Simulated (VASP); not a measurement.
# SnC3 (P-4m2) in VASP: further runs, part 2 of 2

VASP 6.6.1. Earlier steps stand in the parts before.

**3. Single point, PBE**

This run uses another cell than the first one, of 10.40 Å³/atom.

INCAR

```
ALGO = Normal ; EDIFF = 1E-7
ENCUT = 520 ; GGA = PE
ISIF = 2 ; ISMEAR = -1
LASPH = True ; LCHARG = False
LREAL = False ; LWAVE = False
NBANDS = 21 ; NELM = 60
PREC = Accurate ; SIGMA = 0.02
```

KPOINTS

```
k-points
0
Gamma
  8 8 6
```

POSCAR

```
SnC3
1.0
    2.9845761336      0.0000000000      0.0000000000
    0.0000000000      2.9845761336      0.0000000000
    0.0000000000      0.0000000000      4.6714343467
C Sn
3 1
Direct
    0.5000000000      0.0000000000      0.8227196819
    0.5000000000      0.5000000000      0.0000000000
    0.0000000000      0.5000000000      0.1772803181
    0.0000000000      0.0000000000      0.5000000000
```

Potentials or basis: VASP PAW PBE potentials, release 64 (C, Sn_d).

The run is started by

```bash
$ cat potpaw_PBE.64/C/POTCAR potpaw_PBE.64/Sn_d/POTCAR > POTCAR
$ mpirun -np 1 vasp_std > vasp.out
```

OUTCAR:

```text
EDIFF = 1E-7
   ENCUT = 520
   GGA = PE
   ISIF = 2
   ISMEAR = -1
   LASPH = True
   LREAL = False
   NELM = 60
   PREC = Accurate

 ion  position               nearest neighbor table
   1  0.500  0.000  0.823-   2 1.71   2 1.71   4 2.12   4 2.12
   2  0.500  0.500  0.000-   1 1.71   3 1.71   1 1.71   3 1.71
   3  0.000  0.500  0.177-   2 1.71   2 1.71   4 2.12   4 2.12
   4  0.000  0.000  0.500-   1 2.12   3 2.12   3 2.12   1 2.12

  LATTYP: Found a simple tetragonal cell.
 ALAT       =     2.9845761336
 C/A-ratio  =     1.5651918857

  Lattice vectors:

 A1 = (   2.9845761336,   0.0000000000,   0.0000000000)
 A2 = (   0.0000000000,   2.9845761336,   0.0000000000)
 A3 = (   0.0000000000,   0.0000000000,   4.6714343467)

Analysis of symmetry for initial positions (statically):
=====================================================================
 Subroutine PRICEL returns:
 Original cell was already a primitive cell.

 Routine SETGRP: Setting up the symmetry group for a
 simple tetragonal supercell.

 Subroutine GETGRP returns: Found  8 space group operations
 (whereof  8 operations were pure point group operations)
 out of a pool of 16 trial point group operations.

The static configuration has the point symmetry D_2d.

Analysis of symmetry for dynamics (positions and initial velocities):
=====================================================================
 Subroutine PRICEL returns:
 Original cell was already a primitive cell.

 Routine SETGRP: Setting up the symmetry group for a
 simple tetragonal supercell.

 Subroutine GETGRP returns: Found  8 space group operations
 (whereof  8 operations were pure point group operations)
 out of a pool of 16 trial point group operations.

The dynamic configuration has the point symmetry D_2d.

 Subroutine INISYM returns: Found  8 space group operations
 (whereof  8 operations are pure point group operations),
 and found     1 'primitive' translations

----------------------------------------------------------------------------------------

                                     Primitive cell

  volume of cell :      41.6117

  direct lattice vectors                    reciprocal lattice vectors
     2.984576134  0.000000000  0.000000000     0.335055953  0.000000000  0.000000000
     0.000000000  2.984576134  0.000000000     0.000000000  0.335055953  0.000000000
     0.000000000  0.000000000  4.671434347     0.000000000  0.000000000  0.214067014

  length of vectors
     2.984576134  2.984576134  4.671434347     0.335055953  0.335055953  0.214067014

  position of ions in fractional coordinates (direct lattice)
     0.500000000  0.000000000  0.822719682
     0.500000000  0.500000000  0.000000000
     0.000000000  0.500000000  0.177280318
     0.000000000  0.000000000  0.500000000

  ion indices of the primitive-cell ions
   primitive index   ion index
                 1           1
                 2           2
                 3           3
                 4           4

----------------------------------------------------------------------------------------

 KPOINTS: k-points

Automatic generation of k-mesh.
 Grid dimensions read from file:
 generate k-points for:    8    8    6

 Generating k-lattice:

  Cartesian coordinates                     Fractional coordinates (reciprocal lattice)
     0.041881994  0.000000000  0.000000000     0.125000000  0.000000000  0.000000000
     0.000000000  0.041881994  0.000000000     0.000000000  0.125000000  0.000000000
     0.000000000  0.000000000  0.035677836     0.000000000  0.000000000  0.166666667

  Length of vectors
     0.041881994  0.041881994  0.035677836

  Shift w.r.t. Gamma in fractional coordinates (k-lattice)
     0.000000000  0.000000000  0.000000000

 Subroutine IBZKPT returns following result:
 ===========================================

 Found     60 irreducible k-points:

 Following reciprocal coordinates:
            Coordinates               Weight
  0.000000  0.000000  0.000000      1.000000
  0.125000  0.000000  0.000000      4.000000
  0.250000  0.000000  0.000000      4.000000
  0.375000  0.000000  0.000000      4.000000
  0.500000  0.000000  0.000000      2.000000
  0.125000  0.125000  0.000000      4.000000
[... 16 lines left out ...]
  0.375000  0.125000  0.166667     16.000000
  0.500000  0.125000  0.166667      8.000000
 [... further k-points ...]
   k-points           NKPTS =     60   k-points in BZ     NKDIM =     60   number of bands    NBANDS=     21
   number of dos      NEDOS =    301   number of ions     NIONS =      4
   total plane-waves  NPLWV =  20736
   dimension x,y,z NGX =    24 NGY =   24 NGZ =   36
   dimension x,y,z NGXF=    48 NGYF=   48 NGZF=   72
   ions per type =               3   1
   NGX,Y,Z   is equivalent  to a cutoff of  13.37, 13.37, 12.81 a.u.
   NGXF,Y,Z  is equivalent  to a cutoff of  26.74, 26.74, 25.62 a.u.
 SYSTEM =  unknown system
   PREC   = accura    normal or accurate (medium, high low for compatibility)
   ISTART =      0    job   : 0-new  1-cont  2-samecut
   ICHARG =      2    charge: 1-file 2-atom 10-const
   ISPIN  =      1    spin polarized calculation?
   LNONCOLLINEAR =      F non collinear calculations
   LSORBIT =      F    spin-orbit coupling
   LASPH  =      T    aspherical Exc in radial PAW
   ENCUT  =  520.0 eV  38.22 Ry    6.18 a.u.   5.55  5.55  8.69*2*pi/ulx,y,z
   NELM   =     60;   NELMIN=  2; NELMDL= -5     # of ELM steps
   EDIFF  = 0.1E-06   stopping-criterion for ELM
   LREAL  =      F    real-space projection
   EDIFFG = 0.1E-05   stopping-criterion for IOM
   NSW    =      0    number of steps for IOM
   IBRION =     -1    ionic relax: 0-MD 1-quasi-New 2-CG
   NFREE  =      0    steps in history (QN), initial steepest desc. (CG)
   ISIF   =      2    stress and relaxation
   ISYM   =      2    0-nonsym 1-usesym 2-fastsym
   POTIM  = 0.5000    time-step for ionic-motion
   TEBEG  =    0.0;   TEEND  =   0.0 temperature during run
   PSTRESS=    0.0 pullay stress
   NELECT =      26.0000    total number of electrons
   NUPDOWN=      -1.0000    fix difference up-down
   EMIN   =  10.00;   EMAX   =-10.00  energy-range for DOS
   EFERMI =   0.00;   METHOD = LEGACY
   ISMEAR =    -1;   SIGMA  =   0.02  broadening in eV -4-tet -1-fermi 0-gaus
   EFERMI_NEDOS =   21; number of points for ismear=-14 and -15
   IALGO  =     38    algorithm
   IMIX   =      4    mixing-type and parameters
     AMIX     =   0.40;   BMIX     =  1.00
     AMIX_MAG =   1.60;   BMIX_MAG =  1.00
  volume/ion in A,a.u.               =      10.40        70.20
  Fermi-wavevector in a.u.,A,eV,Ry     =   1.399568  2.644801 26.650974  1.958791
  Thomas-Fermi vector in A             =   2.522615
   LORBIT       =      0    0 simple, 1 ext, 2 COOP (PROOUT), +10 PAW based schemes
   GGA     = PE    functional components
   LHFCALC =     F    Hartree Fock is set to
   AEXX    =    0.0000 exact exchange contribution
   IVDW    =     0    specifies the selected vdW correction
   LEPSILON=     F    determine dielectric tensor
   LRPA    =     F    only Hartree local field effects (RPA)
 non-spin polarized calculation
  energy-cutoff  :      520.00
  volume of cell :       41.61
 maximum number of plane-waves:      1137
 NGX is ok and might be reduce to    24
   NGX = 11   NGY = 11   NGZ = 17

 number of electron      25.9999997 magnetization

 Free energy of the ion-electron system (eV)
  ---------------------------------------------------
  ext. energy  EPLUGINS =         0.00000000
  ---------------------------------------------------
  free energy    TOTEN  =       -25.31957599 eV

  energy without entropy =      -25.31956719  energy(sigma->0) =      -25.31957159

 E-fermi :  10.4576     XC(G=0): -11.8935

 val. band max:       10.3402004649   @ k =   0.0000   0.0000   0.0000
 cond. band min:      10.5735395969   @ k =   0.5000   0.0000   0.5000
 fundamental gap:      0.2333391320
 Fermi energy:        10.4576028644

 k-point     1 :       0.0000    0.0000    0.0000
  band No.  band energies     occupation
      1     -12.5212      2.00000
      2     -11.9612      2.00000
      3     -11.8879      2.00000
      4     -11.8553      2.00000
      5     -11.8553      2.00000
      6      -7.8869      2.00000
[... 550 lines left out ...]
      5     -11.7318      2.00000
      6      -5.1044      2.00000
[... 13 lines left out ...]
     20      18.9837      0.00000
     21      20.6855      0.00000

 [... further k-points ...]

------------------------ aborting loop because EDIFF is reached ----------------------------------------

  FORCE on cell =-STRESS in cart. coord.  units (eV):
  Direction    XX          YY          ZZ          XY          YZ          ZX
  --------------------------------------------------------------------------------------
  -------------------------------------------------------------------------------------
  Total        0.0163699      0.0163699     -0.0146553      0.0000000     -0.0000000      0.0000000
  in kB        0.6302925      0.6302925     -0.5642747      0.0000000     -0.0000000      0.0000000
  external PRESSURE =       0.2321034 kB  Pullay stress =       0.0000000 kB

 VOLUME and BASIS-vectors are now :
 -----------------------------------------------------------------------------
  energy-cutoff  :      520.00
  volume of cell :       41.61
      direct lattice vectors                 reciprocal lattice vectors
     2.984576134  0.000000000  0.000000000     0.335055953  0.000000000  0.000000000
     0.000000000  2.984576134  0.000000000     0.000000000  0.335055953  0.000000000
     0.000000000  0.000000000  4.671434347     0.000000000  0.000000000  0.214067014

 POSITION                                       TOTAL-FORCE (eV/Angst)
 -----------------------------------------------------------------------------------
      1.49229      0.00000      3.84328        -0.000000     -0.000000     -0.008113
      1.49229      1.49229      0.00000         0.000000      0.000000      0.000000
      0.00000      1.49229      0.82815         0.000000     -0.000000      0.008113
      0.00000      0.00000      2.33572        -0.000000     -0.000000      0.000000
 -----------------------------------------------------------------------------------
    total drift:                                0.000000     -0.000000      0.000000

  FREE ENERGIE OF THE ION-ELECTRON SYSTEM (eV)
  ---------------------------------------------------
  free  energy   TOTEN  =       -25.3195759925 eV

  energy  without entropy=      -25.3195671892  energy(sigma->0) =      -25.31957159
```

It took 49 s on 1 thread of Intel Xeon 8259CL, shared host; peak memory 0.18 GiB.

What came out:

```
Free energy            : -25.3196 eV
Pressure               : 0.0 GPa
Largest force          : 0.008 eV/Å
Band gap on the k mesh : 0.23 eV (least direct gap 0.57 eV)
```

Forces on the atoms (eV/Å):
```
C    0.000  0.000 -0.008
C    0.000  0.000  0.000
C    0.000  0.000  0.008
Sn   0.000  0.000  0.000
```

Caveat: spin-orbit coupling is left out, which moves the levels of the heavy elements. A k mesh can miss the band edges.

**4. Single point, PBE**

INCAR

```
ALGO = Normal
EDIFF = 1E-6
ENCUT = 520
GGA = PE
ISIF = 2
ISMEAR = -1
LASPH = T
LCHARG = T
LELF = T
LREAL = F
LVHAR = T
LWAVE = F
NBANDS = 21
NELM = 100
PREC = Accurate
SIGMA = 0.02
```

KPOINTS is that of step 3.

POSCAR

```
SnC3
1.0
    2.9788882397      0.0000000000      0.0000000000
    0.0000000000      2.9788882397      0.0000000000
    0.0000000000      0.0000000000      4.6435166652
C Sn
3 1
Direct
    0.5000000000      0.0000000000      0.8203632751
    0.5000000000      0.5000000000      0.0000000000
    0.0000000000      0.5000000000      0.1796367249
    0.0000000000      0.0000000000      0.5000000000
```

The run is started by

```bash
$ cat potpaw_PBE.64/C/POTCAR potpaw_PBE.64/Sn_d/POTCAR > POTCAR
$ mpirun -np 1 vasp_std > vasp.out
```

Run time: 46 s. Hardware: 1 thread of Intel Xeon 8259CL, shared host; peak memory 0.18 GiB.

It converged, with:

- Free energy: -25.3122 eV
- Pressure: 2.7 GPa
- Largest force: 0.335 eV/Å
- Band gap on the k mesh: 0.34 eV (least direct gap 0.61 eV)

Forces on the atoms (eV/Å):
```
C    0.000  0.000  0.335
C    0.000  0.000  0.000
C    0.000  0.000 -0.335
Sn   0.000  0.000  0.000
```

Stress tensor (GPa, compression positive):
```
2.38 0.00 0.00
0.00 2.38 0.00
0.00 0.00 3.20
```

Levels at points of the mesh, in eV from the valence-band top:
| k point | band 10 | band 11 | band 12 | band 13 | band 14 | band 15 | band 16 | band 17 |
| --- | --- | --- | --- | --- | --- | --- | --- | --- |
| (0.00, 0.00, 0.00) | -6.23 | -1.59 | 0.00 | 0.00 | 0.61 | 0.98 | 2.73 | 4.80 |
| (0.50, 0.00, 0.00) | -6.81 | -6.46 | -5.18 | -0.72 | 1.93 | 3.18 | 4.10 | 6.11 |
| (0.50, 0.50, 0.00) | -6.72 | -5.54 | -5.54 | -3.62 | 0.68 | 0.68 | 2.07 | 2.34 |
| (0.00, 0.00, 0.50) | -5.92 | -5.59 | -1.16 | -1.16 | 0.57 | 1.87 | 4.05 | 4.96 |
| (0.50, 0.00, 0.50) | -5.18 | -3.44 | -2.85 | -0.54 | 0.34 | 2.36 | 2.84 | 5.86 |
| (0.50, 0.50, 0.50) | -6.67 | -6.67 | -6.62 | -6.16 | 3.67 | 3.67 | 4.86 | 5.93 |

Caveat: spin-orbit coupling is left out, which moves the levels of the heavy elements. A k mesh can miss the band edges.

**5. Summary**

| cell | k mesh | smearing | gap on the mesh (eV) | pressure (GPa) | largest force (eV/Å) |
| --- | --- | --- | --- | --- | --- |
| a = 2.979, b = 2.979, c = 4.644 Å, 4 atoms | 6 × 6 × 4 | gaussian 0.01 eV | 0.33 | 2.6 | 0.32 |
| a = 2.985, b = 2.985, c = 4.671 Å, 4 atoms | 8 × 8 × 6 | fermi-dirac 0.02 eV | 0.23 | 0.0 | 0.01 |
| a = 2.979, b = 2.979, c = 4.644 Å, 4 atoms | 8 × 8 × 6 | fermi-dirac 0.02 eV | 0.34 | 2.7 | 0.34 |

Alike in all rows: task single point; level PBE; potentials or basis VASP PAW PBE potentials, release 64 (C, Sn_d); no spin polarisation; cutoff (eV) 520.

Caveats: spin-orbit coupling is left out, which moves the levels of the heavy elements.

Total energies depend on the potentials used, so only differences within one code and one set of settings carry meaning.
